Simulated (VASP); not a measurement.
# Y2As (Fm-3m) in VASP: notebook

Runs on Y2As. Level: PBE. Tasks: single point, relaxation of cell and atoms.

All numbers are computed with VASP 6.6.1; they aren't measurements. Logs are shortened: lines on timing, memory, paths and dates and some standing lists are left out, and cuts for length are marked.

**1. The cell of the first run**

Symmetry: Fm-3m, No. 225, cubic system. The conventional cell has a = 6.822 Å, b = 6.822 Å, c = 6.822 Å, α = 90.00°, β = 90.00°, γ = 90.00°. Y (site symmetry -43m) has 4 As at 2.95 Å and 6 Y at 3.41 Å within 3.9 Å. Within 3.9 Å of As (site symmetry m-3m) lie 8 Y at 2.95 Å.

**2. Single point, PBE**

Contents of INCAR:

```
SYSTEM = Y2As
  PREC = Accurate
  ENCUT = 520
  EDIFF = 1E-6
  ISMEAR = 0
  SIGMA = 0.1
  LREAL = .False.
  LASPH = .True.
  NELM = 60
  ALGO = Normal
  ISIF = 2
  LWAVE = .False.
  LCHARG = .True.
  GGA = PE
  LELF = .True.
  LVHAR = .True.
  NBANDS = 20
```

Contents of KPOINTS:

```
regular mesh
0
Gamma
  12 12 12
  0 0 0
```

Contents of POSCAR:

```
Y2As
1.0
    0.0000000000      3.4111338335      3.4111338335
    3.4111338335      0.0000000000      3.4111338335
    3.4111338335      3.4111338335      0.0000000000
Y As
2 1
Direct
    0.2500000000      0.2500000000      0.2500000000
    0.7500000000      0.7500000000      0.7500000000
    0.0000000000      0.0000000000      0.0000000000
```

Potentials or basis: VASP PAW PBE potentials, release 64 (Y_sv, As).

Command:

```bash
$ cat potpaw_PBE.64/Y_sv/POTCAR potpaw_PBE.64/As/POTCAR > POTCAR
$ mpirun -np 1 vasp_std > vasp.out
```

OUTCAR:

```text
SYSTEM = Y2As
   PREC = Accurate
   ENCUT = 520
   EDIFF = 1E-6
   ISMEAR = 0
   LREAL = .False.
   LASPH = .True.
   NELM = 60
   ISIF = 2
   GGA = PE

 ion  position               nearest neighbor table
   1  0.250  0.250  0.250-   3 2.95   3 2.95   3 2.95   3 2.95   2 3.41   2 3.41   2 3.41   2 3.41
                             2 3.41   2 3.41
   2  0.750  0.750  0.750-   3 2.95   3 2.95   3 2.95   3 2.95   1 3.41   1 3.41   1 3.41   1 3.41
                             1 3.41   1 3.41
   3  0.000  0.000  0.000-   1 2.95   2 2.95   2 2.95   2 2.95   2 2.95   1 2.95   1 2.95   1 2.95

  LATTYP: Found a face centered cubic cell.
 ALAT       =     6.8222676670

  Lattice vectors:

 A1 = (   0.0000000000,   3.4111338335,   3.4111338335)
 A2 = (   3.4111338335,   0.0000000000,   3.4111338335)
 A3 = (   3.4111338335,   3.4111338335,   0.0000000000)

Analysis of symmetry for initial positions (statically):
=====================================================================
 Subroutine PRICEL returns:
 Original cell was already a primitive cell.

 Routine SETGRP: Setting up the symmetry group for a
 face centered cubic supercell.

 Subroutine GETGRP returns: Found 48 space group operations
 (whereof 48 operations were pure point group operations)
 out of a pool of 48 trial point group operations.

The static configuration has the point symmetry O_h .

Analysis of symmetry for dynamics (positions and initial velocities):
=====================================================================
 Subroutine PRICEL returns:
 Original cell was already a primitive cell.

 Routine SETGRP: Setting up the symmetry group for a
 face centered cubic supercell.

 Subroutine GETGRP returns: Found 48 space group operations
 (whereof 48 operations were pure point group operations)
 out of a pool of 48 trial point group operations.

The dynamic configuration has the point symmetry O_h .

 Subroutine INISYM returns: Found 48 space group operations
 (whereof 48 operations are pure point group operations),
 and found     1 'primitive' translations

----------------------------------------------------------------------------------------

                                     Primitive cell

  volume of cell :      79.3828

  direct lattice vectors                    reciprocal lattice vectors
     0.000000000  3.411133834  3.411133834    -0.146578828  0.146578828  0.146578828
     3.411133834  0.000000000  3.411133834     0.146578828 -0.146578828  0.146578828
     3.411133834  3.411133834  0.000000000     0.146578828  0.146578828 -0.146578828

  length of vectors
     4.824071730  4.824071730  4.824071730     0.253881978  0.253881978  0.253881978

  position of ions in fractional coordinates (direct lattice)
     0.250000000  0.250000000  0.250000000
     0.750000000  0.750000000  0.750000000
     0.000000000  0.000000000  0.000000000

  ion indices of the primitive-cell ions
   primitive index   ion index
                 1           1
                 2           2
                 3           3

----------------------------------------------------------------------------------------

 KPOINTS: regular mesh

Automatic generation of k-mesh.
 Grid dimensions read from file:
 generate k-points for:   12   12   12

 Generating k-lattice:

  Cartesian coordinates                     Fractional coordinates (reciprocal lattice)
    -0.012214902  0.012214902  0.012214902     0.083333333  0.000000000  0.000000000
     0.012214902 -0.012214902  0.012214902     0.000000000  0.083333333  0.000000000
     0.012214902  0.012214902 -0.012214902     0.000000000  0.000000000  0.083333333

  Length of vectors
     0.021156831  0.021156831  0.021156831

  Shift w.r.t. Gamma in fractional coordinates (k-lattice)
     0.000000000  0.000000000  0.000000000

 Subroutine IBZKPT returns following result:
 ===========================================

 Found     72 irreducible k-points:

 Following reciprocal coordinates:
            Coordinates               Weight
  0.000000  0.000000  0.000000      1.000000
  0.083333  0.000000  0.000000      8.000000
  0.166667  0.000000  0.000000      8.000000
  0.250000  0.000000  0.000000      8.000000
  0.333333  0.000000  0.000000      8.000000
  0.416667  0.000000  0.000000      8.000000
[... 16 lines left out ...]
  0.500000  0.166667  0.000000     24.000000
 -0.416667  0.166667  0.000000     24.000000
 [... further k-points ...]
   k-points           NKPTS =     72   k-points in BZ     NKDIM =     72   number of bands    NBANDS=     20
   number of dos      NEDOS =    301   number of ions     NIONS =      3
   total plane-waves  NPLWV =  46656
   dimension x,y,z NGX =    36 NGY =   36 NGZ =   36
   dimension x,y,z NGXF=    72 NGYF=   72 NGZF=   72
   ions per type =               2   1
   NGX,Y,Z   is equivalent  to a cutoff of  12.41, 12.41, 12.41 a.u.
   NGXF,Y,Z  is equivalent  to a cutoff of  24.81, 24.81, 24.81 a.u.
 SYSTEM =  Y2As
   PREC   = accura    normal or accurate (medium, high low for compatibility)
   ISTART =      0    job   : 0-new  1-cont  2-samecut
   ICHARG =      2    charge: 1-file 2-atom 10-const
   ISPIN  =      1    spin polarized calculation?
   LNONCOLLINEAR =      F non collinear calculations
   LSORBIT =      F    spin-orbit coupling
   LASPH  =      T    aspherical Exc in radial PAW
   ENCUT  =  520.0 eV  38.22 Ry    6.18 a.u.   8.97  8.97  8.97*2*pi/ulx,y,z
   NELM   =     60;   NELMIN=  2; NELMDL= -5     # of ELM steps
   EDIFF  = 0.1E-05   stopping-criterion for ELM
   LREAL  =      F    real-space projection
   EDIFFG = 0.1E-04   stopping-criterion for IOM
   NSW    =      0    number of steps for IOM
   IBRION =     -1    ionic relax: 0-MD 1-quasi-New 2-CG
   NFREE  =      0    steps in history (QN), initial steepest desc. (CG)
   ISIF   =      2    stress and relaxation
   ISYM   =      2    0-nonsym 1-usesym 2-fastsym
   POTIM  = 0.5000    time-step for ionic-motion
   TEBEG  =    0.0;   TEEND  =   0.0 temperature during run
   PSTRESS=    0.0 pullay stress
   NELECT =      27.0000    total number of electrons
   NUPDOWN=      -1.0000    fix difference up-down
   EMIN   =  10.00;   EMAX   =-10.00  energy-range for DOS
   EFERMI =   0.00;   METHOD = LEGACY
   ISMEAR =     0;   SIGMA  =   0.10  broadening in eV -4-tet -1-fermi 0-gaus
   EFERMI_NEDOS =   21; number of points for ismear=-14 and -15
   IALGO  =     38    algorithm
   IMIX   =      4    mixing-type and parameters
     AMIX     =   0.40;   BMIX     =  1.00
     AMIX_MAG =   1.60;   BMIX_MAG =  1.00
  volume/ion in A,a.u.               =      26.46       178.57
  Fermi-wavevector in a.u.,A,eV,Ry     =   1.142757  2.159498 17.767769  1.305894
  Thomas-Fermi vector in A             =   2.279454
   LORBIT       =      0    0 simple, 1 ext, 2 COOP (PROOUT), +10 PAW based schemes
   GGA     = PE    functional components
   LHFCALC =     F    Hartree Fock is set to
   AEXX    =    0.0000 exact exchange contribution
   IVDW    =     0    specifies the selected vdW correction
   LEPSILON=     F    determine dielectric tensor
   LRPA    =     F    only Hartree local field effects (RPA)
 non-spin polarized calculation
 Gauss-broadening in eV      SIGMA  =   0.10
  energy-cutoff  :      520.00
  volume of cell :       79.38
 maximum number of plane-waves:      2163
   NGX = 17   NGY = 17   NGZ = 17

 number of electron      27.0000001 magnetization

 Free energy of the ion-electron system (eV)
  ---------------------------------------------------
  ext. energy  EPLUGINS =         0.00000000
  ---------------------------------------------------
  free energy    TOTEN  =       -19.92937845 eV

  energy without entropy =      -19.91405166  energy(sigma->0) =      -19.92171505

 E-fermi :   4.4454     XC(G=0):  -9.8510

 val. band max:        4.4396639652   @ k =   0.4167   0.3333   0.0000
 cond. band min:       4.4562287093   @ k =   0.5000   0.3333   0.0833
 fundamental gap:      0.0165647441
 Fermi energy:         4.4453996840

 k-point     1 :       0.0000    0.0000    0.0000
  band No.  band energies     occupation
      1     -38.4902      2.00000
      2     -38.3668      2.00000
      3     -18.6583      2.00000
      4     -18.6583      2.00000
      5     -18.6583      2.00000
      6     -18.2965      2.00000
[... 12 lines left out ...]
     19       8.6920      0.00000
     20       8.6920      0.00000

 k-point     2 :       0.0833    0.0000    0.0000
  band No.  band energies     occupation
      1     -38.4881      2.00000
      2     -38.3688      2.00000
      3     -18.6549      2.00000
      4     -18.6529      2.00000
      5     -18.6529      2.00000
      6     -18.3066      2.00000
[... 12 lines left out ...]
     19       8.9887      0.00000
     20       8.9887      0.00000

 k-point     3 :       0.1667    0.0000    0.0000
  band No.  band energies     occupation
      1     -38.4817      2.00000
      2     -38.3748      2.00000
      3     -18.6444      2.00000
      4     -18.6369      2.00000
      5     -18.6369      2.00000
      6     -18.3352      2.00000
[... 12 lines left out ...]
     19       8.5969      0.00000
     20       8.6108      0.00000

 k-point     4 :       0.2500    0.0000    0.0000
  band No.  band energies     occupation
      1     -38.4716      2.00000
      2     -38.3843      2.00000
      3     -18.6269      2.00000
      4     -18.6109      2.00000
      5     -18.6109      2.00000
      6     -18.3772      2.00000
[... 12 lines left out ...]
     19       7.6996      0.00000
     20       7.8690      0.00000

 k-point     5 :       0.3333    0.0000    0.0000
  band No.  band energies     occupation
      1     -38.4586      2.00000
      2     -38.3969      2.00000
      3     -18.6021      2.00000
      4     -18.5763      2.00000
      5     -18.5763      2.00000
      6     -18.4261      2.00000
[... 12 lines left out ...]
     19       7.1641      0.00000
     20       7.2025      0.00000

 k-point     6 :       0.4167    0.0000    0.0000
  band No.  band energies     occupation
      1     -38.4435      2.00000
      2     -38.4116      2.00000
      3     -18.5707      2.00000
      4     -18.5350      2.00000
      5     -18.5350      2.00000
      6     -18.4749      2.00000
[... 12 lines left out ...]
     19       6.5589      0.00000
     20       6.5589      0.00000

 k-point     7 :       0.5000    0.0000    0.0000
  band No.  band energies     occupation
      1     -38.4275      2.00000
      2     -38.4274      2.00000
      3     -18.5451      2.00000
      4     -18.5069      2.00000
      5     -18.4953      2.00000
      6     -18.4953      2.00000
[... 12 lines left out ...]
     19       6.2700      0.00000
     20       6.2700      0.00000
[... 277 lines left out ...]
 k-point    20 :       0.2500    0.1667    0.0000
  band No.  band energies     occupation
      1     -38.4730      2.00000
      2     -38.3829      2.00000
      3     -18.6825      2.00000
      4     -18.6808      2.00000
      5     -18.5023      2.00000
      6     -18.4954      2.00000
[... 12 lines left out ...]
     19       8.0393      0.00000
     20       8.7463      0.00000

 k-point    21 :       0.3333    0.1667    0.0000
  band No.  band energies     occupation
      1     -38.4633      2.00000
      2     -38.3920      2.00000
      3     -18.6773      2.00000
      4     -18.6703      2.00000
      5     -18.5646      2.00000
      6     -18.4426      2.00000
[... 12 lines left out ...]
     19       7.9960      0.00000
     20       8.0816      0.00000

 k-point    22 :       0.4167    0.1667    0.0000
  band No.  band energies     occupation
      1     -38.4512      2.00000
      2     -38.4037      2.00000
      3     -18.6643      2.00000
      4     -18.6471      2.00000
      5     -18.6171      2.00000
      6     -18.3921      2.00000
[... 12 lines left out ...]
     19       7.4281      0.00000
     20       7.6582      0.00000

 k-point    23 :       0.5000    0.1667    0.0000
  band No.  band energies     occupation
      1     -38.4376      2.00000
      2     -38.4170      2.00000
      3     -18.6725      2.00000
      4     -18.6261      2.00000
      5     -18.6122      2.00000
      6     -18.3831      2.00000
[... 12 lines left out ...]
     19       7.0049      0.00000
     20       7.3044      0.00000

 k-point    24 :      -0.4167    0.1667    0.0000
  band No.  band energies     occupation
      1     -38.4312      2.00000
      2     -38.4234      2.00000
      3     -18.6992      2.00000
      4     -18.5916      2.00000
      5     -18.5678      2.00000
      6     -18.4307      2.00000
[... 12 lines left out ...]
     19       6.9561      0.00000
     20       7.1418      0.00000

 [... further k-points ...]

------------------------ aborting loop because EDIFF is reached ----------------------------------------

  FORCE on cell =-STRESS in cart. coord.  units (eV):
  Direction    XX          YY          ZZ          XY          YZ          ZX
  --------------------------------------------------------------------------------------
  -------------------------------------------------------------------------------------
  Total        0.0064835      0.0064835      0.0064835      0.0000000     -0.0000000     -0.0000000
  in kB        0.1308566      0.1308566      0.1308566      0.0000000     -0.0000000     -0.0000000
  external PRESSURE =       0.1308566 kB  Pullay stress =       0.0000000 kB

 VOLUME and BASIS-vectors are now :
 -----------------------------------------------------------------------------
  energy-cutoff  :      520.00
  volume of cell :       79.38
      direct lattice vectors                 reciprocal lattice vectors
     0.000000000  3.411133834  3.411133834    -0.146578828  0.146578828  0.146578828
     3.411133834  0.000000000  3.411133834     0.146578828 -0.146578828  0.146578828
     3.411133834  3.411133834  0.000000000     0.146578828  0.146578828 -0.146578828

 POSITION                                       TOTAL-FORCE (eV/Angst)
 -----------------------------------------------------------------------------------
      1.70557      1.70557      1.70557         0.000000      0.000000     -0.000000
      5.11670      5.11670      5.11670        -0.000000     -0.000000      0.000000
      0.00000      0.00000      0.00000         0.000000     -0.000000      0.000000
 -----------------------------------------------------------------------------------
    total drift:                                0.000000      0.000000      0.000000

  FREE ENERGIE OF THE ION-ELECTRON SYSTEM (eV)
  ---------------------------------------------------
  free  energy   TOTEN  =       -19.9293784461 eV

  energy  without entropy=      -19.9140516562  energy(sigma->0) =      -19.92171505
```

Wall time 1.9 min (1 thread of AMD EPYC 7R13, shared host); peak memory 0.29 GiB.

What came out:

```yaml
Free_energy: -19.9294 eV
Pressure: 0.0 GPa
```

(Continued in part 2 of 2.)
